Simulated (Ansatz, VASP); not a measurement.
# Two plane-wave programs on PbSe

INCAR

```
SYSTEM = PbSe
ALGO     = Normal         ! electronic algorithm
EDIFF    = 1E-6           ! SCF threshold, eV
ENCUT    = 520            ! plane-wave cutoff, eV
GGA      = RP             ! functional
ISIF     = 2              ! what is computed and relaxed
ISMEAR   = -1             ! smearing method
LASPH    = .True.         ! aspherical terms in the spheres
LCHARG   = .False.        ! write CHGCAR
LREAL    = .False.        ! projectors in reciprocal space
LWAVE    = .False.        ! write WAVECAR
NBANDS   = 17             ! bands
NELM     = 100            ! most SCF steps
PREC     = Accurate       ! precision mode
SIGMA    = 0.05           ! smearing width, eV
```

File KPOINTS:

```
k-points
0
Gamma
  7 7 7
  0 0 0
```

File POSCAR:

```
PbSe
1.0
    3.7843220000      0.0000000000      0.0000000000
    0.0000000000      3.7843220000      0.0000000000
    0.0000000000      0.0000000000      3.7843220000
Pb Se
1 1
Direct
    0.0000000000      0.0000000000      0.0000000000
    0.5000000000      0.5000000000      0.5000000000
```

File input.yaml:

```yaml
crystal:
  lattice:
    - [3.784322, 0.0, 0.0]
    - [0.0, 3.784322, 0.0]
    - [0.0, 0.0, 3.784322]
  atoms:
    - { symbol: Pb, position: [0.0, 0.0, 0.0] }
    - { symbol: Se, position: [0.5, 0.5, 0.5] }
hamiltonian:
  xc: rpbe
  pseudopotentials: { kind: paw }
kpoints:
  mp_grid: { grid: [7, 7, 7] }
  band_path:
    path:
      - [[0.0, 0.0, 0.0], [0.0, 0.5, 0.0], [0.5, 0.5, 0.0], [0.0, 0.0, 0.0], [0.5, 0.5, 0.5], [0.0, 0.5, 0.0]]
      - [[0.5, 0.5, 0.0], [0.5, 0.5, 0.5]]
    npoints: 14
scf:
  occupations: { method: fermi_dirac, width: 0.05 }
  n_extra_bands: 6
output:
  forces: true
  stress: true
  eigenvalues: true
  fatbands: false
```

Alike in both runs: functional RPBE; k mesh 7 × 7 × 7; occupations fermi-dirac, width 0.05 eV; no spin polarisation.

|  | VASP | Ansatz |
| --- | --- | --- |
| version | VASP 6.6.1 | Ansatz 0.2.0 |
| potentials or method | VASP PAW PBE potentials, release 64 (Pb_d, Se) | Ansatz PAW |
| plane-wave cutoff (eV) | 520 | 420 |
| valence electrons in the cell | 20 | 30 |
| task | single point | band structure |

|  | VASP | Ansatz | Ansatz less VASP |
| --- | --- | --- | --- |
| gap on the k mesh at the Fermi level (eV) | none | none | - |
| pressure (GPa) | 1.7 | 1.7 | +0.02 |

VASP's potentials were made for PBE, not for RPBE. A gap of «none» marks a metal or a gap that the smearing closes. The functional is the same, so the differences come from potentials, cutoffs and numerics. VASP's potentials hold 20 valence electrons a cell and Ansatz's 30, so a difference there can come from the potentials and not from the codes.

Spin-orbit coupling is off throughout.
